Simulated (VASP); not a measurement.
# SrTe (Fm-3m) in VASP: further runs

SrTe is run at these levels: HSE06, PBE0, HF, r2SCANh; tasks: single point.

Program: VASP 6.6.1. These are calculated values, not measurements. Logs are shortened: lines on timing, memory, paths and dates and some standing lists are left out, and cuts for length are marked.

### 1 The cell of the first run

The structure is cubic, space group Fm-3m (No. 225). Conventional cell: a = 6.705 Å, b = 6.705 Å, c = 6.705 Å, α = 90.00°, β = 90.00°, γ = 90.00°. Sr (site symmetry m-3m) has 6 Te at 3.35 Å within 4.4 Å. Te (site symmetry m-3m) has 6 Sr at 3.35 Å within 4.4 Å.

### 2 Single point, HSE06

POSCAR reads:

```
SrTe
1.0
    0.0000000000      3.3526569095      3.3526569095
    3.3526569095      0.0000000000      3.3526569095
    3.3526569095      3.3526569095      0.0000000000
Sr Te
1 1
Direct
    0.0000000000      0.0000000000      0.0000000000
    0.5000000000      0.5000000000      0.5000000000
```

INCAR.step1 reads:

```
PREC = Accurate
ENCUT = 400
EDIFF = 1E-5
ISMEAR = 0
SIGMA = 0.01
LREAL = F
LASPH = T
NELM = 120
ALGO = Normal
ISIF = 2
LWAVE = T
LCHARG = F
GGA = PE
NBANDS = 15
GGA_COMPAT = F
```

INCAR.step2 reads:

```
PREC = Accurate
ENCUT = 400
EDIFF = 1E-6
ISMEAR = 0
SIGMA = 0.01
LREAL = F
LASPH = T
NELM = 120
ALGO = Normal
ISIF = 2
LWAVE = F
LCHARG = F
GGA = PE
LHFCALC = T
HFSCREEN = 0.2079
PRECFOCK = Normal
ISTART = 1
NBANDS = 15
GGA_COMPAT = F
```

KPOINTS reads:

```
regular mesh
0
Gamma
  4 4 4
```

Potentials or basis: VASP PAW PBE potentials, release 64 (Sr_sv, Te).

Started as:

```console
$ cat potpaw_PBE.64/Sr_sv/POTCAR potpaw_PBE.64/Te/POTCAR > POTCAR
$ cp INCAR.step1 INCAR
$ mpirun -np 1 vasp_std > vasp.out
$ cp INCAR.step2 INCAR
$ mpirun -np 1 vasp_std > vasp.out
```

OUTCAR:

```text
PREC = Accurate
   ENCUT = 400
   EDIFF = 1E-6
   ISMEAR = 0
   LREAL = F
   LASPH = T
   NELM = 120
   ISIF = 2
   GGA = PE
   LHFCALC = T
   HFSCREEN = 0.2079
   PRECFOCK = Normal
   ISTART = 1

 ion  position               nearest neighbor table
   1  0.000  0.000  0.000-   2 3.35   2 3.35   2 3.35   2 3.35   2 3.35   2 3.35
   2  0.500  0.500  0.500-   1 3.35   1 3.35   1 3.35   1 3.35   1 3.35   1 3.35

  LATTYP: Found a face centered cubic cell.
 ALAT       =     6.7053138190

  Lattice vectors:

 A1 = (   0.0000000000,   3.3526569095,   3.3526569095)
 A2 = (   3.3526569095,   0.0000000000,   3.3526569095)
 A3 = (   3.3526569095,   3.3526569095,   0.0000000000)

Analysis of symmetry for initial positions (statically):
=====================================================================
 Subroutine PRICEL returns:
 Original cell was already a primitive cell.

 Routine SETGRP: Setting up the symmetry group for a
 face centered cubic supercell.

 Subroutine GETGRP returns: Found 48 space group operations
 (whereof 48 operations were pure point group operations)
 out of a pool of 48 trial point group operations.

The static configuration has the point symmetry O_h .

Analysis of symmetry for dynamics (positions and initial velocities):
=====================================================================
 Subroutine PRICEL returns:
 Original cell was already a primitive cell.

 Routine SETGRP: Setting up the symmetry group for a
 face centered cubic supercell.

 Subroutine GETGRP returns: Found 48 space group operations
 (whereof 48 operations were pure point group operations)
 out of a pool of 48 trial point group operations.

The dynamic configuration has the point symmetry O_h .

 Subroutine INISYM returns: Found 48 space group operations
 (whereof 48 operations are pure point group operations),
 and found     1 'primitive' translations

----------------------------------------------------------------------------------------

                                     Primitive cell

  volume of cell :      75.3698

  direct lattice vectors                    reciprocal lattice vectors
     0.000000000  3.352656909  3.352656909    -0.149135451  0.149135451  0.149135451
     3.352656909  0.000000000  3.352656909     0.149135451 -0.149135451  0.149135451
     3.352656909  3.352656909  0.000000000     0.149135451  0.149135451 -0.149135451

  length of vectors
     4.741372871  4.741372871  4.741372871     0.258310178  0.258310178  0.258310178

  position of ions in fractional coordinates (direct lattice)
     0.000000000  0.000000000  0.000000000
     0.500000000  0.500000000  0.500000000

  ion indices of the primitive-cell ions
   primitive index   ion index
                 1           1
                 2           2

----------------------------------------------------------------------------------------

 KPOINTS: regular mesh

Automatic generation of k-mesh.
 Grid dimensions read from file:
 generate k-points for:    4    4    4

 Generating k-lattice:

  Cartesian coordinates                     Fractional coordinates (reciprocal lattice)
    -0.037283863  0.037283863  0.037283863     0.250000000  0.000000000  0.000000000
     0.037283863 -0.037283863  0.037283863     0.000000000  0.250000000  0.000000000
     0.037283863  0.037283863 -0.037283863     0.000000000  0.000000000  0.250000000

  Length of vectors
     0.064577545  0.064577545  0.064577545

  Shift w.r.t. Gamma in fractional coordinates (k-lattice)
     0.000000000  0.000000000  0.000000000

 Subroutine IBZKPT returns following result:
 ===========================================

 Found      8 irreducible k-points:

 Following reciprocal coordinates:
            Coordinates               Weight
  0.000000  0.000000  0.000000      1.000000
  0.250000  0.000000  0.000000      8.000000
  0.500000  0.000000  0.000000      4.000000
  0.250000  0.250000  0.000000      6.000000
  0.500000  0.250000  0.000000     24.000000
 -0.250000  0.250000  0.000000     12.000000
  0.500000  0.500000  0.000000      3.000000
 -0.250000  0.500000  0.250000      6.000000
   k-points           NKPTS =      8   k-points in BZ     NKDIM =     64   number of bands    NBANDS=     15
   number of dos      NEDOS =    301   number of ions     NIONS =      2
   total plane-waves  NPLWV =  32768
   dimension x,y,z NGX =    32 NGY =   32 NGZ =   32
   dimension x,y,z NGXF=    64 NGYF=   64 NGZF=   64
   ions per type =               1   1
   NGX,Y,Z   is equivalent  to a cutoff of  11.22, 11.22, 11.22 a.u.
   NGXF,Y,Z  is equivalent  to a cutoff of  22.44, 22.44, 22.44 a.u.
 SYSTEM =  unknown system
   PREC   = accura    normal or accurate (medium, high low for compatibility)
   ISTART =      1    job   : 0-new  1-cont  2-samecut
   ICHARG =      0    charge: 1-file 2-atom 10-const
   ISPIN  =      1    spin polarized calculation?
   LNONCOLLINEAR =      F non collinear calculations
   LSORBIT =      F    spin-orbit coupling
   LASPH  =      T    aspherical Exc in radial PAW
   ENCUT  =  400.0 eV  29.40 Ry    5.42 a.u.   7.73  7.73  7.73*2*pi/ulx,y,z
   NELM   =    120;   NELMIN=  2; NELMDL=  0     # of ELM steps
   EDIFF  = 0.1E-05   stopping-criterion for ELM
   LREAL  =      F    real-space projection
   EDIFFG = 0.1E-04   stopping-criterion for IOM
   NSW    =      0    number of steps for IOM
   IBRION =     -1    ionic relax: 0-MD 1-quasi-New 2-CG
   NFREE  =      0    steps in history (QN), initial steepest desc. (CG)
   ISIF   =      2    stress and relaxation
   ISYM   =      3    0-nonsym 1-usesym 2-fastsym
   POTIM  = 0.5000    time-step for ionic-motion
   TEBEG  =    0.0;   TEEND  =   0.0 temperature during run
   PSTRESS=    0.0 pullay stress
   NELECT =      16.0000    total number of electrons
   NUPDOWN=      -1.0000    fix difference up-down
   EMIN   =  10.00;   EMAX   =-10.00  energy-range for DOS
   EFERMI =   0.00;   METHOD = LEGACY
   ISMEAR =     0;   SIGMA  =   0.01  broadening in eV -4-tet -1-fermi 0-gaus
   EFERMI_NEDOS =   21; number of points for ismear=-14 and -15
   IALGO  =     38    algorithm
   IMIX   =      1    mixing-type and parameters
     AMIX     =   0.40;   BMIX     =  1.00
     AMIX_MAG =   1.60;   BMIX_MAG =  1.00
  volume/ion in A,a.u.               =      37.68       254.31
  Fermi-wavevector in a.u.,A,eV,Ry     =   0.976598  1.845502 12.976463  0.953743
  Thomas-Fermi vector in A             =   2.107229
   LORBIT       =      0    0 simple, 1 ext, 2 COOP (PROOUT), +10 PAW based schemes
   GGA     = PE    functional components
   LHFCALC =     T    Hartree Fock is set to
   PRECFOCK=normal    Normal, Fast or Accurate (Low or Medium for compatibility)
   ENCUT4O =  -1.0   cutoff for four orbital integrals eV
   NKREDX  =     1    reduce k-point grid by
   NKREDY  =     1    reduce k-point grid by
   NKREDZ  =     1    reduce k-point grid by
   AEXX    =    0.2500 exact exchange contribution
   HFSCREEN=    0.2079 screening length (either q_TF or 0.3 A-1)
   HFSCREENC=   0.2079 screening length for correlation (either q_TF or 0.3 A-1)
   ENCUTFOCK=  -1.0 apply spherical cutoff to Coloumb kernel
   IVDW    =     0    specifies the selected vdW correction
   LEPSILON=     F    determine dielectric tensor
   LRPA    =     F    only Hartree local field effects (RPA)
 non-spin polarized calculation
 Gauss-broadening in eV      SIGMA  =   0.01
  energy-cutoff  :      400.00
  volume of cell :       75.37
 maximum number of plane-waves:      1384
 NGX is ok and might be reduce to    32
  NGX = 24; NGY = 24; NGZ = 24

 number of electron      16.0000001 magnetization

 Free energy of the ion-electron system (eV)
  ---------------------------------------------------
  ext. energy  EPLUGINS =         0.00000000
  ---------------------------------------------------
  free energy    TOTEN  =        -9.45410881 eV

  energy without entropy =       -9.45410881  energy(sigma->0) =       -9.45410881

 E-fermi :   2.3052     XC(G=0):  -7.0658

 val. band max:        2.1959792651   @ k =   0.0000   0.0000   0.0000
 cond. band min:       4.6880700851   @ k =   0.5000   0.5000   0.0000
 fundamental gap:      2.4920908200
 Fermi energy:         2.3052446596

 k-point     1 :       0.0000    0.0000    0.0000
  band No.  band energies     occupation
      1     -35.0282      2.00000
      2     -15.7337      2.00000
      3     -15.7337      2.00000
      4     -15.7337      2.00000
      5      -8.6161      2.00000
      6       2.1960      2.00000
      7       2.1960      2.00000
      8       2.1960      2.00000
      9       5.7145      0.00000
     10       6.3875      0.00000
     11       6.3875      0.00000
     12       6.3875      0.00000
     13       7.0544      0.00000
     14       7.0544      0.00000
     15      10.5785      0.00000

 k-point     2 :       0.2500    0.0000    0.0000
  band No.  band energies     occupation
      1     -35.0261      2.00000
      2     -15.8013      2.00000
      3     -15.7357      2.00000
      4     -15.7357      2.00000
      5      -8.2897      2.00000
      6       0.3925      2.00000
      7       1.5472      2.00000
      8       1.5472      2.00000
      9       6.2271      0.00000
     10       7.1685      0.00000
     11       7.1685      0.00000
     12       8.1618      0.00000
     13       8.5275      0.00000
     14       8.5275      0.00000
     15      11.5425      0.00000
[... 77 lines left out ...]
      3     -15.7700      2.00000
      4     -15.7700      2.00000
      5      -8.1117      2.00000
      6       0.0429      2.00000
      7       1.3870      2.00000
      8       1.3870      2.00000
      9       4.6881      0.00000
     10       6.8687      0.00000
     11       8.0379      0.00000
     12       9.3561      0.00000
     13       9.5176      0.00000
     14       9.5176      0.00000
     15      11.7605      0.00000

 k-point     8 :      -0.2500    0.5000    0.2500
  band No.  band energies     occupation
      1     -35.0223      2.00000
      2     -15.7966      2.00000
      3     -15.7966      2.00000
      4     -15.7773      2.00000
      5      -8.0055      2.00000
      6       0.5113      2.00000
      7       0.5113      2.00000
      8       0.6162      2.00000
      9       7.0299      0.00000
     10       7.0299      0.00000
     11       7.5492      0.00000
     12       8.9532      0.00000
     13       9.5313      0.00000
     14      10.6661      0.00000
     15      11.5921      0.00000

------------------------ aborting loop because EDIFF is reached ----------------------------------------

  FORCE on cell =-STRESS in cart. coord.  units (eV):
  Direction    XX          YY          ZZ          XY          YZ          ZX
  --------------------------------------------------------------------------------------
  -------------------------------------------------------------------------------------
  Total       -0.0704517     -0.0704517     -0.0704517      0.0000000      0.0000000      0.0000000
  in kB       -1.4976306     -1.4976306     -1.4976306      0.0000000      0.0000000      0.0000000
  external PRESSURE =      -1.4976306 kB  Pullay stress =       0.0000000 kB

 VOLUME and BASIS-vectors are now :
 -----------------------------------------------------------------------------
  energy-cutoff  :      400.00
  volume of cell :       75.37
      direct lattice vectors                 reciprocal lattice vectors
     0.000000000  3.352656909  3.352656909    -0.149135451  0.149135451  0.149135451
     3.352656909  0.000000000  3.352656909     0.149135451 -0.149135451  0.149135451
     3.352656909  3.352656909  0.000000000     0.149135451  0.149135451 -0.149135451

 POSITION                                       TOTAL-FORCE (eV/Angst)
 -----------------------------------------------------------------------------------
      0.00000      0.00000      0.00000        -0.000000      0.000000     -0.000000
      3.35266      3.35266      3.35266         0.000000      0.000000      0.000000
 -----------------------------------------------------------------------------------
    total drift:                                0.000000      0.000000      0.000000

  FREE ENERGIE OF THE ION-ELECTRON SYSTEM (eV)
  ---------------------------------------------------
  free  energy   TOTEN  =        -9.4541088076 eV

  energy  without entropy=       -9.4541088076  energy(sigma->0) =       -9.45410881
```

It took 4.2 min on 1 thread of AMD EPYC 9R45 (Zen 5), shared host; peak memory 0.25 GiB.

What came out:

```
Free energy            : -9.4541 eV
Pressure               : -0.1 GPa
Band gap on the k mesh : 2.49 eV (least direct gap 3.30 eV)
```

Caveat: the PAW data sets were made with another functional, which shifts forces and pressure a little; spin-orbit coupling is left out, which moves the levels of the heavy elements.

### 3 Single point, PBE0

POSCAR is that of step 2.

INCAR.step1 reads:

```
SYSTEM = SrTe
ALGO = Normal
EDIFF = 1E-5
ENCUT = 400
GGA = PE
GGA_COMPAT = .FALSE.
ISIF = 2
ISMEAR = 0
LASPH = .TRUE.
LCHARG = .FALSE.
LREAL = .FALSE.
LWAVE = .TRUE.
NBANDS = 15
NELM = 120
PREC = Accurate
SIGMA = 0.01
```

INCAR.step2 reads:

```
SYSTEM = SrTe
AEXX = 0.25
ALGO = Normal
EDIFF = 1E-6
ENCUT = 400
GGA = PE
GGA_COMPAT = .FALSE.
ISIF = 2
ISMEAR = 0
ISTART = 1
LASPH = .TRUE.
LCHARG = .FALSE.
LHFCALC = .TRUE.
LREAL = .FALSE.
LWAVE = .FALSE.
NBANDS = 15
NELM = 120
PREC = Accurate
PRECFOCK = Normal
SIGMA = 0.01
```

KPOINTS reads:

```
k-points
0
G
  4 4 4
  0 0 0
```

Potentials or basis: VASP PAW PBE potentials, release 64 (Sr_sv, Te).

Started as:

```console
$ cat potpaw_PBE.64/Sr_sv/POTCAR potpaw_PBE.64/Te/POTCAR > POTCAR
$ cp INCAR.step1 INCAR
$ mpirun -np 1 vasp_std > vasp.out
$ cp INCAR.step2 INCAR
$ mpirun -np 1 vasp_std > vasp.out
```

It took 4.5 min on 1 thread of AMD EPYC 9R45 (Zen 5), shared host; peak memory 0.15 GiB.

It converged, with:

| Item | Value |
| --- | --- |
| Free energy | -10.0183 eV |
| Pressure | -0.2 GPa |
| Band gap on the k mesh | 3.18 eV (least direct gap 4.01 eV) |

Levels at points of the mesh, in eV from the valence-band top:
```csv
k point,band 4,band 5,band 6,band 7,band 8,band 9,band 10,band 11,band 12,band 13
"(0.00, 0.00, 0.00)",-17.99,-10.88,0.00,0.00,0.00,4.20,4.91,4.91,4.91,5.58
"(0.50, 0.00, 0.00)",-17.99,-10.18,-3.07,-1.15,-1.15,5.26,6.96,7.20,7.20,8.24
"(0.50, 0.50, 0.00)",-18.02,-10.37,-2.21,-0.83,-0.83,3.18,5.38,6.58,7.90,8.07
```

Caveat: the PAW data sets were made with another functional, which shifts forces and pressure a little; spin-orbit coupling is left out, which moves the levels of the heavy elements.

(Continued in part 2 of 2.)
